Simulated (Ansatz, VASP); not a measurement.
TaN in VASP and in Ansatz

File INCAR:

```
SYSTEM = TaN
AGGAC = 1.0
AGGAX = 1.0
ALDAC = 0.0
ALDAX = 1.0
ALGO = Normal
EDIFF = 1E-7
EDIFFG = -0.01
ENCUT = 600
GGA = B5
IBRION = 2
ISIF = 3
ISMEAR = -1
IVDW = 12
LASPH = .True.
LCHARG = .False.
LREAL = .False.
LWAVE = .False.
NELM = 60
NSW = 80
PREC = Accurate
SIGMA = 0.15
VDW_A1 = 0.4298
VDW_A2 = 4.2359
VDW_S6 = 1.0
VDW_S8 = 2.6996
```

KPOINTS

```
k-points
0
Gamma
  6 6 9
  0 0 0
```

Contents of POSCAR:

```
TaN
1.0
    5.1960000000      0.0000000000      0.0000000000
   -2.5980000000      4.4998680000      0.0000000000
    0.0000000000      0.0000000000      2.9110000000
Ta N
3 3
Direct
    0.3333333333      0.6666666667      0.5000000000
    0.6666666667      0.3333333333      0.5000000000
    0.0000000000      0.0000000000      0.0000000000
    0.3928500000      0.0000000000      0.0000000000
    0.6071500000      0.6071500000      0.0000000000
    0.0000000000      0.3928500000      0.0000000000
```

Input for Ansatz:

```yaml
crystal:
  lattice:
    - [5.196, 0.0, 0.0]
    - [-2.598, 4.499868, 0.0]
    - [0.0, 0.0, 2.911]
  atoms:
    - { symbol: Ta, position: [0.3333333333333333, 0.6666666666666666, 0.5] }
    - { symbol: Ta, position: [0.6666666666666666, 0.3333333333333333, 0.5] }
    - { symbol: Ta, position: [0.0, 0.0, 0.0] }
    - { symbol: "N", position: [0.39285, 0.0, 0.0] }
    - { symbol: "N", position: [0.60715, 0.60715, 0.0] }
    - { symbol: "N", position: [-1.1233769476957228e-17, 0.39285, 0.0] }
kpoints:
  mp_grid:
    grid: [6, 6, 9]
hamiltonian:
  xc: blyp
  dispersion: d3bj
scf:
  occupations:
    method: fermi_dirac
    width: 0.15
relax:
  cell: {}
```

Alike in both runs: task relaxation of cell and atoms; functional BLYP; dispersion D3(BJ); k mesh 6 × 6 × 9; occupations fermi-dirac, width 0.15 eV; no spin polarisation.

|  | VASP | Ansatz |
| --- | --- | --- |
| version | VASP 6.6.1 | Ansatz 0.2.0 |
| potentials or method | VASP PAW PBE potentials, release 64 (Ta_pv, N) | plane waves, PAW |
| plane-wave cutoff (eV) | 600 | 420 |
| valence electrons in the cell | 48 | 54 |

Ansatz gave:

```
relaxed volume (Å³/atom)                                     : 11.35
relaxed cell length with the largest relative difference (Å) : 5.203
```

Question: Estimate VASP's values.

Answer: Relaxed volume (Å³/atom): 11.42; relaxed cell length with the largest relative difference (Å): 5.213.

VASP's potentials were made for PBE, not for BLYP. VASP's potentials hold 48 valence electrons a cell and Ansatz's 54, so a difference there can come from the potentials and not from the codes.

Spin-orbit coupling is off throughout.
